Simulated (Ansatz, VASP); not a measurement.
**Zn in VASP and in Ansatz**

```
Zn
1.0
    -3.45510    0.00000    2.60258
     0.00000    3.45510   -2.60258
     0.00000   -3.45510   -2.60258
Zn
4
Direct
  0.50000 0.25000 0.75000
  0.00000 0.50000 0.50000
  0.50000 0.75000 0.25000
  0.00000 0.00000 0.00000
```

Alike in both runs: functional PBE; k mesh 14 × 14 × 14; occupations gaussian, width 0.1 eV; no spin polarisation.

Ansatz relaxed the structure, and its values are those at the end. VASP's run is a single point on that final structure, the one shown.

```csv
,VASP,Ansatz
version,VASP 6.6.1,Ansatz 0.2.0
potentials or method,"VASP PAW PBE potentials, release 64 (Zn), cutoff 520 eV","scalar-relativistic, plane waves, PAW"
valence electrons in the cell,48,48
```

```csv
,VASP,Ansatz,Ansatz less VASP
gap on the k mesh at the Fermi level (eV),none,none,-
pressure (GPa),0.0,0.0,+0.03
```

A gap of «none» marks a metal or a gap that the smearing closes.
